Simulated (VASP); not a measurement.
# TiAl (P-6m2) in VASP: further runs, part 2 of 2

VASP 6.6.1.

## Step 3: Single point, PBE

INCAR reads:

```
SYSTEM = TiAl
PREC = Accurate
ENCUT = 520
EDIFF = 1E-7
ISMEAR = 0
SIGMA = 0.05
LREAL = .False.
LASPH = .True.
NELM = 80
ALGO = Normal
ISIF = 2
LWAVE = .False.
LCHARG = .False.
GGA = PE
NBANDS = 14
```

KPOINTS reads:

```
regular mesh
0
Gamma
  11 11 6
  0 0 0
```

POSCAR reads:

```
TiAl
1.0
    2.8672622327      0.0000000000      0.0000000000
   -1.4336311163      2.4831219328      0.0000000000
    0.0000000000      0.0000000000      4.6780830000
Ti Al
1 1
Direct
    0.0000000000      0.0000000000      0.0000000000
    0.3333333333      0.6666666667      0.5000000000
```

Potentials or basis: VASP PAW PBE potentials, release 64 (Ti_sv, Al).

Launch:

```console
cat potpaw_PBE.64/Ti_sv/POTCAR potpaw_PBE.64/Al/POTCAR > POTCAR
mpirun -np 1 vasp_std > vasp.out
```

OUTCAR:

```text
SYSTEM = TiAl
   PREC = Accurate
   ENCUT = 520
   EDIFF = 1E-7
   ISMEAR = 0
   LREAL = .False.
   LASPH = .True.
   NELM = 80
   ISIF = 2
   GGA = PE

 ion  position               nearest neighbor table
   1  0.000  0.000  0.000-   2 2.87   2 2.87   2 2.87   2 2.87   2 2.87   2 2.87
   2  0.333  0.667  0.500-   1 2.87   1 2.87   1 2.87   1 2.87   1 2.87   1 2.87

  LATTYP: Found a hexagonal cell.
 ALAT       =     2.8672622327
 C/A-ratio  =     1.6315504549

  Lattice vectors:

 A1 = (   2.8672622327,   0.0000000000,   0.0000000000)
 A2 = (  -1.4336311163,   2.4831219328,   0.0000000000)
 A3 = (   0.0000000000,   0.0000000000,   4.6780830000)

Analysis of symmetry for initial positions (statically):
=====================================================================
 Subroutine PRICEL returns:
 Original cell was already a primitive cell.

 Routine SETGRP: Setting up the symmetry group for a
 hexagonal supercell.

 Subroutine GETGRP returns: Found 12 space group operations
 (whereof 12 operations were pure point group operations)
 out of a pool of 24 trial point group operations.

The static configuration has the point symmetry D_3h.

Analysis of symmetry for dynamics (positions and initial velocities):
=====================================================================
 Subroutine PRICEL returns:
 Original cell was already a primitive cell.

 Routine SETGRP: Setting up the symmetry group for a
 hexagonal supercell.

 Subroutine GETGRP returns: Found 12 space group operations
 (whereof 12 operations were pure point group operations)
 out of a pool of 24 trial point group operations.

The dynamic configuration has the point symmetry D_3h.

 Subroutine INISYM returns: Found 12 space group operations
 (whereof 12 operations are pure point group operations),
 and found     1 'primitive' translations

----------------------------------------------------------------------------------------

                                     Primitive cell

  volume of cell :      33.3068

  direct lattice vectors                    reciprocal lattice vectors
     2.867262233  0.000000000  0.000000000     0.348764751  0.201359423  0.000000000
    -1.433631116  2.483121933  0.000000000     0.000000000  0.402718846  0.000000000
     0.000000000  0.000000000  4.678083000     0.000000000  0.000000000  0.213762774

  length of vectors
     2.867262233  2.867262233  4.678083000     0.402718846  0.402718846  0.213762774

  position of ions in fractional coordinates (direct lattice)
     0.000000000  0.000000000  0.000000000
     0.333333333  0.666666667  0.500000000

  ion indices of the primitive-cell ions
   primitive index   ion index
                 1           1
                 2           2

----------------------------------------------------------------------------------------

 KPOINTS: regular mesh

Automatic generation of k-mesh.
 Grid dimensions read from file:
 generate k-points for:   11   11    6

 Generating k-lattice:

  Cartesian coordinates                     Fractional coordinates (reciprocal lattice)
     0.031705886  0.018305402  0.000000000     0.090909091  0.000000000  0.000000000
     0.000000000  0.036610804  0.000000000     0.000000000  0.090909091  0.000000000
     0.000000000  0.000000000  0.035627129     0.000000000  0.000000000  0.166666667

  Length of vectors
     0.036610804  0.036610804  0.035627129

  Shift w.r.t. Gamma in fractional coordinates (k-lattice)
     0.000000000  0.000000000  0.000000000

 Subroutine IBZKPT returns following result:
 ===========================================

 Found     64 irreducible k-points:

 Following reciprocal coordinates:
            Coordinates               Weight
  0.000000  0.000000  0.000000      1.000000
  0.090909 -0.000000  0.000000      6.000000
  0.181818  0.000000  0.000000      6.000000
  0.272727  0.000000  0.000000      6.000000
  0.363636 -0.000000  0.000000      6.000000
  0.454545  0.000000  0.000000      6.000000
[... 16 lines left out ...]
  0.090909  0.090909  0.166667     12.000000
  0.181818  0.090909  0.166667     24.000000
 [... further k-points ...]
   k-points           NKPTS =     64   k-points in BZ     NKDIM =     64   number of bands    NBANDS=     14
   number of dos      NEDOS =    301   number of ions     NIONS =      2
   total plane-waves  NPLWV =  20736
   dimension x,y,z NGX =    24 NGY =   24 NGZ =   36
   dimension x,y,z NGXF=    48 NGYF=   48 NGZF=   72
   ions per type =               1   1
   NGX,Y,Z   is equivalent  to a cutoff of  13.92, 13.92, 12.79 a.u.
   NGXF,Y,Z  is equivalent  to a cutoff of  27.83, 27.83, 25.59 a.u.
 SYSTEM =  TiAl
   PREC   = accura    normal or accurate (medium, high low for compatibility)
   ISTART =      0    job   : 0-new  1-cont  2-samecut
   ICHARG =      2    charge: 1-file 2-atom 10-const
   ISPIN  =      1    spin polarized calculation?
   LNONCOLLINEAR =      F non collinear calculations
   LSORBIT =      F    spin-orbit coupling
   LASPH  =      T    aspherical Exc in radial PAW
   ENCUT  =  520.0 eV  38.22 Ry    6.18 a.u.   5.33  5.33  8.70*2*pi/ulx,y,z
   NELM   =     80;   NELMIN=  2; NELMDL= -5     # of ELM steps
   EDIFF  = 0.1E-06   stopping-criterion for ELM
   LREAL  =      F    real-space projection
   EDIFFG = 0.1E-05   stopping-criterion for IOM
   NSW    =      0    number of steps for IOM
   IBRION =     -1    ionic relax: 0-MD 1-quasi-New 2-CG
   NFREE  =      0    steps in history (QN), initial steepest desc. (CG)
   ISIF   =      2    stress and relaxation
   ISYM   =      2    0-nonsym 1-usesym 2-fastsym
   POTIM  = 0.5000    time-step for ionic-motion
   TEBEG  =    0.0;   TEEND  =   0.0 temperature during run
   PSTRESS=    0.0 pullay stress
   NELECT =      15.0000    total number of electrons
   NUPDOWN=      -1.0000    fix difference up-down
   EMIN   =  10.00;   EMAX   =-10.00  energy-range for DOS
   EFERMI =   0.00;   METHOD = LEGACY
   ISMEAR =     0;   SIGMA  =   0.05  broadening in eV -4-tet -1-fermi 0-gaus
   EFERMI_NEDOS =   21; number of points for ismear=-14 and -15
   IALGO  =     38    algorithm
   IMIX   =      4    mixing-type and parameters
     AMIX     =   0.40;   BMIX     =  1.00
     AMIX_MAG =   1.60;   BMIX_MAG =  1.00
  volume/ion in A,a.u.               =      16.65       112.38
  Fermi-wavevector in a.u.,A,eV,Ry     =   1.254857  2.371335 21.424622  1.574665
  Thomas-Fermi vector in A             =   2.388641
   LORBIT       =      0    0 simple, 1 ext, 2 COOP (PROOUT), +10 PAW based schemes
   GGA     = PE    functional components
   LHFCALC =     F    Hartree Fock is set to
   AEXX    =    0.0000 exact exchange contribution
   IVDW    =     0    specifies the selected vdW correction
   LEPSILON=     F    determine dielectric tensor
   LRPA    =     F    only Hartree local field effects (RPA)
 non-spin polarized calculation
 Gauss-broadening in eV      SIGMA  =   0.05
  energy-cutoff  :      520.00
  volume of cell :       33.31
 maximum number of plane-waves:       917
 NGX is ok and might be reduce to    24
   NGX = 11   NGY = 11   NGZ = 17

 number of electron      15.0000001 magnetization

 Free energy of the ion-electron system (eV)
  ---------------------------------------------------
  ext. energy  EPLUGINS =         0.00000000
  ---------------------------------------------------
  free energy    TOTEN  =       -12.07861264 eV

  energy without entropy =      -12.07433230  energy(sigma->0) =      -12.07647247

 E-fermi :   7.8268     XC(G=0): -10.9319

 val. band max:        7.8135283693   @ k =   0.2727   0.0000   0.5000
 cond. band min:       7.8334917688   @ k =   0.4545   0.0909   0.3333
 fundamental gap:      0.0199633995
 Fermi energy:         7.8267843531

 k-point     1 :       0.0000    0.0000    0.0000
  band No.  band energies     occupation
      1     -48.6770      2.00000
      2     -24.9929      2.00000
      3     -24.5803      2.00000
      4     -24.5803      2.00000
      5      -1.0587      2.00000
      6       5.5570      2.00000
      7       6.0298      2.00000
      8       9.1275      0.00000
      9       9.1275      0.00000
     10      10.6204      0.00000
     11      10.6204      0.00000
     12      11.7551      0.00000
     13      20.7731      0.00000
     14      20.7731      0.00000
[... 375 lines left out ...]
 k-point    24 :       0.1818    0.0909    0.1667
  band No.  band energies     occupation
      1     -48.6325      2.00000
      2     -24.9498      2.00000
      3     -24.8452      2.00000
      4     -24.6531      2.00000
      5       0.4899      2.00000
      6       5.4765      2.00000
      7       7.3076      2.00000
      8       8.1505      0.00000
      9      10.1046      0.00000
     10      10.2273      0.00000
     11      10.3442      0.00000
     12      13.0492      0.00000
     13      14.4627      0.00000
     14      15.9539      0.00000

 [... further k-points ...]
[... 5 lines left out ...]
  --------------------------------------------------------------------------------------
  -------------------------------------------------------------------------------------
  Total        0.1193219      0.1193219     -0.1855678      0.0000000      0.0000000      0.0000000
  in kB        5.7398094      5.7398094     -8.9264692      0.0000000      0.0000000      0.0000000
  external PRESSURE =       0.8510498 kB  Pullay stress =       0.0000000 kB

 VOLUME and BASIS-vectors are now :
 -----------------------------------------------------------------------------
  energy-cutoff  :      520.00
  volume of cell :       33.31
      direct lattice vectors                 reciprocal lattice vectors
     2.867262233  0.000000000  0.000000000     0.348764751  0.201359423  0.000000000
    -1.433631116  2.483121933  0.000000000     0.000000000  0.402718846  0.000000000
     0.000000000  0.000000000  4.678083000     0.000000000  0.000000000  0.213762774

 POSITION                                       TOTAL-FORCE (eV/Angst)
 -----------------------------------------------------------------------------------
      0.00000      0.00000      0.00000        -0.000000      0.000000      0.000000
     -0.00000      1.65541      2.33904         0.000000     -0.000000      0.000000
 -----------------------------------------------------------------------------------
    total drift:                                0.000000     -0.000000      0.000000

  FREE ENERGIE OF THE ION-ELECTRON SYSTEM (eV)
  ---------------------------------------------------
  free  energy   TOTEN  =       -12.0786126359 eV

  energy  without entropy=      -12.0743322968  energy(sigma->0) =      -12.07647247
```

OSZICAR:

```text
N       E                     dE             d eps       ncg     rms          rms(c)
DAV:   1     0.101180288964E+03    0.10118E+03   -0.71000E+03  1792   0.108E+03
DAV:   2    -0.765473484246E+01   -0.10884E+03   -0.10428E+03  1864   0.304E+02
DAV:   3    -0.134550756806E+02   -0.58003E+01   -0.56783E+01  2726   0.665E+01
DAV:   4    -0.136111631625E+02   -0.15609E+00   -0.15587E+00  2056   0.998E+00
DAV:   5    -0.136168556656E+02   -0.56925E-02   -0.56921E-02  2682   0.180E+00    0.919E+00
DAV:   6    -0.123880615238E+02    0.12288E+01   -0.62716E+00  2068   0.301E+01    0.386E+00
DAV:   7    -0.121059007571E+02    0.28216E+00   -0.81051E-01  1990   0.103E+01    0.199E+00
DAV:   8    -0.120859139501E+02    0.19987E-01   -0.17411E-01  1990   0.496E+00    0.944E-01
DAV:   9    -0.120831394236E+02    0.27745E-02   -0.66068E-02  1960   0.365E+00    0.493E-01
DAV:  10    -0.120786008233E+02    0.45386E-02   -0.91486E-03  2020   0.125E+00    0.795E-02
DAV:  11    -0.120786390072E+02   -0.38184E-04   -0.12325E-03  2600   0.348E-01    0.622E-02
DAV:  12    -0.120786317403E+02    0.72669E-05   -0.50383E-05  1966   0.619E-02    0.448E-02
DAV:  13    -0.120786166483E+02    0.15092E-04   -0.13920E-05  2186   0.427E-02    0.187E-02
DAV:  14    -0.120786128414E+02    0.38069E-05   -0.66871E-06  2170   0.271E-02    0.509E-03
DAV:  15    -0.120786129769E+02   -0.13553E-06   -0.23140E-07  1924   0.470E-03    0.485E-03
DAV:  16    -0.120786128375E+02    0.13943E-06   -0.19413E-07  1984   0.563E-03    0.283E-03
DAV:  17    -0.120786126938E+02    0.14371E-06   -0.28628E-07  1786   0.593E-03    0.262E-03
DAV:  18    -0.120786126359E+02    0.57890E-07   -0.13128E-08   974   0.104E-03
   1 F= -.12078613E+02 E0= -.12076472E+02  d E =-.428034E-02
```

stdout:

```text
POSCAR found type information on POSCAR TiAl
 POSCAR found :  2 types and       2 ions
 scaLAPACK will be used
 LDA part: xc-table for (Slater+PW92), standard interpolation
 POSCAR, INCAR and KPOINTS ok, starting setup
 FFT: planning ... GRIDC
 FFT: planning ... GRID_SOFT
 FFT: planning ... GRID
 WAVECAR not read
 entering main loop
```

Wall time 16 s (1 thread of Intel Xeon 6975P-C (Granite Rapids), shared host); peak memory 0.17 GiB.

What came out:

* Free energy: -12.0786 eV
* Pressure: 0.1 GPa

Stress tensor (GPa, compression positive):
```
 0.57  0.00  0.00
 0.00  0.57  0.00
 0.00  0.00 -0.89
```

Levels at points of the mesh, in eV from the Fermi level:
```
           k point  band 3  band 4  band 5  band 6  band 7  band 8  band 9  band 10  band 11  band 12
(0.00, 0.00, 0.00)  -32.41  -32.41   -8.89   -2.27   -1.80    1.30    1.30     2.79     2.79     3.93
(0.00, 0.00, 0.50)  -32.41  -32.41   -7.99   -5.24   -0.40    1.31    1.31     2.72     2.72     6.82
```

## Step 4: Single point, PBE (volume scaled by 1.04)

INCAR reads:

```
SYSTEM = TiAl
PREC = Accurate ; ENCUT = 520
EDIFF = 1E-6 ; ISMEAR = 0
SIGMA = 0.05 ; LREAL = .FALSE.
LASPH = .TRUE. ; NELM = 60
ALGO = Fast ; ISIF = 2
LWAVE = .FALSE. ; LCHARG = .FALSE.
GGA = PE ; NBANDS = 14
```

KPOINTS reads:

```
Automatic mesh
0
G
  11 11 6
  0 0 0
```

POSCAR reads:

```
TiAl
1.0
    2.9049936943      0.0000000000      0.0000000000
   -1.4524968471      2.5157983370      0.0000000000
    0.0000000000      0.0000000000      4.7396437833
Ti Al
1 1
Direct
    0.0000000000      0.0000000000      0.0000000000
    0.3333333333      0.6666666667      0.5000000000
```

Launch:

```console
cat potpaw_PBE.64/Ti_sv/POTCAR potpaw_PBE.64/Al/POTCAR > POTCAR
mpirun -np 1 vasp_std > vasp.out
```

It took 60 s on 1 thread of Intel Xeon Platinum 8259CL at 2.50GHz (Skylake/Cascade Lake), shared host; peak memory 0.17 GiB.

The run converged. Its results:

```yaml
Free_energy: -12.0633 eV
Pressure: -3.8 GPa
```

Stress tensor (GPa, compression positive):
```
-3.03  0.00  0.00
 0.00 -3.03  0.00
 0.00  0.00 -5.21
```

Levels at points of the mesh, in eV from the Fermi level:
| k point | band 3 | band 4 | band 5 | band 6 | band 7 | band 8 | band 9 | band 10 | band 11 | band 12 |
| --- | --- | --- | --- | --- | --- | --- | --- | --- | --- | --- |
| (0.00, 0.00, 0.00) | -32.53 | -32.53 | -8.69 | -2.23 | -1.77 | 1.25 | 1.25 | 2.66 | 2.66 | 3.74 |
| (0.00, 0.00, 0.50) | -32.53 | -32.53 | -7.84 | -5.14 | -0.37 | 1.26 | 1.26 | 2.59 | 2.59 | 6.67 |

Caveat: the cell differs from its parent crystal (volume scaled by 1.04).

## Step 5: Single point, PBEsol (volume scaled by 1.04)

INCAR reads:

```
ALGO = Normal
EDIFF = 1E-6
ENCUT = 520
GGA = PS
ISIF = 2
ISMEAR = 0
LASPH = True
LCHARG = True
LELF = True
LREAL = False
LVHAR = True
LWAVE = False
NBANDS = 14
NELM = 100
PREC = Accurate
SIGMA = 0.05
```

KPOINTS reads:

```
k-points
0
Gamma
  11 11 6
```

POSCAR is that of step 4.

Launch:

```console
cat potpaw_PBE.64/Ti_sv/POTCAR potpaw_PBE.64/Al/POTCAR > POTCAR
mpirun -np 1 vasp_std > vasp.out
```

It took 30 s on 1 thread of Intel Xeon Platinum 8259CL at 2.50GHz (Skylake/Cascade Lake), shared host; peak memory 0.17 GiB.

It converged, with:

```
Free energy : -12.8813 eV
Pressure    : -6.5 GPa
```

Stress tensor (GPa, compression positive):
```
-5.88  0.00  0.00
 0.00 -5.88  0.00
 0.00  0.00 -7.82
```

Levels at points of the mesh, in eV from the Fermi level:
| k point | band 5 | band 6 | band 7 | band 8 | band 9 | band 10 |
| --- | --- | --- | --- | --- | --- | --- |
| (0.00, 0.00, 0.00) | -8.68 | -2.23 | -1.75 | 1.25 | 1.25 | 2.66 |
| (0.00, 0.00, 0.50) | -7.82 | -5.14 | -0.37 | 1.26 | 1.26 | 2.59 |

Caveat: the cell differs from its parent crystal (volume scaled by 1.04); the PAW data sets were made with another functional, which shifts forces and pressure a little.

## Step 6: Single point, PBEsol+D3(BJ)

This run uses another cell than the first one, of 15.55 Å³/atom, 0.934 times its volume.

INCAR reads:

```
SYSTEM = TiAl
  PREC = Accurate
  ENCUT = 520
  EDIFF = 1E-6
  ISMEAR = -1
  SIGMA = 0.05
  LREAL = .FALSE.
  LASPH = .TRUE.
  NELM = 60
  ALGO = Fast
  ISIF = 2
  LWAVE = .FALSE.
  LCHARG = .FALSE.
  GGA = PS
  IVDW = 12
  NBANDS = 14
```

KPOINTS reads:

```
regular mesh
0
G
  11 11 6
  0 0 0
```

POSCAR reads:

```
TiAl
1.0
    2.8038516720      0.0000000000      0.0000000000
   -1.4019258360      2.4282067764      0.0000000000
    0.0000000000      0.0000000000      4.5675602398
Ti Al
1 1
Direct
    0.0000000000      0.0000000000      0.0000000000
    0.3333333333      0.6666666667      0.5000000000
```

Potentials or basis: VASP PAW PBE potentials, release 64 (Ti_sv, Al).

Launch:

```console
cat potpaw_PBE.64/Ti_sv/POTCAR potpaw_PBE.64/Al/POTCAR > POTCAR
mpirun -np 1 vasp_std > vasp.out
```

It took 46 s on 1 thread of Intel Xeon Platinum 8375C at 2.90GHz (Ice Lake), shared host; peak memory 0.17 GiB.

It converged, with:

- Free energy: -13.8984 eV
- Pressure: 0.0 GPa
- Dispersion energy per atom: -0.490 eV

Stress tensor (GPa, compression positive):
```
-0.08  0.00  0.00
 0.00 -0.08  0.00
 0.00  0.00  0.04
```

Levels at points of the mesh, in eV from the Fermi level:
| k point | band 5 | band 6 | band 7 | band 8 | band 9 | band 10 |
| --- | --- | --- | --- | --- | --- | --- |
| (0.00, 0.00, 0.00) | -9.23 | -2.36 | -1.82 | 1.37 | 1.37 | 3.01 |
| (0.00, 0.00, 0.50) | -8.25 | -5.41 | -0.46 | 1.39 | 1.39 | 2.92 |

Caveat: the PAW data sets were made with another functional, which shifts forces and pressure a little; pairwise dispersion overbinds metals, which lowers pressure and volume.

## Step 7: Summary

```tsv
level	cell	smearing	gap on the mesh (eV)	pressure (GPa)
PBEsol	a = 2.867, b = 2.867, c = 4.678 Å, angles 90.0, 90.0, 120.0°, 2 atoms	gaussian 0.05 eV	none	-2.9
PBE	a = 2.867, b = 2.867, c = 4.678 Å, angles 90.0, 90.0, 120.0°, 2 atoms	gaussian 0.05 eV	none	0.1
PBE	a = 2.905, b = 2.905, c = 4.740 Å, angles 90.0, 90.0, 120.0°, 2 atoms	gaussian 0.05 eV	none	-3.8
PBEsol	a = 2.905, b = 2.905, c = 4.740 Å, angles 90.0, 90.0, 120.0°, 2 atoms	gaussian 0.05 eV	none	-6.5
PBEsol+D3(BJ)	a = 2.804, b = 2.804, c = 4.568 Å, angles 90.0, 90.0, 120.0°, 2 atoms	fermi-dirac 0.05 eV	none	0.0
```

Alike in all rows: task single point; potentials or basis VASP PAW PBE potentials, release 64 (Ti_sv, Al); no spin polarisation; k mesh 11 × 11 × 6; cutoff (eV) 520.

Caveats: the PAW data sets were made with another functional, which shifts forces and pressure a little (some runs); pairwise dispersion overbinds metals, which lowers pressure and volume (some runs).

Absolute energies hang on the potentials; compare differences alone.
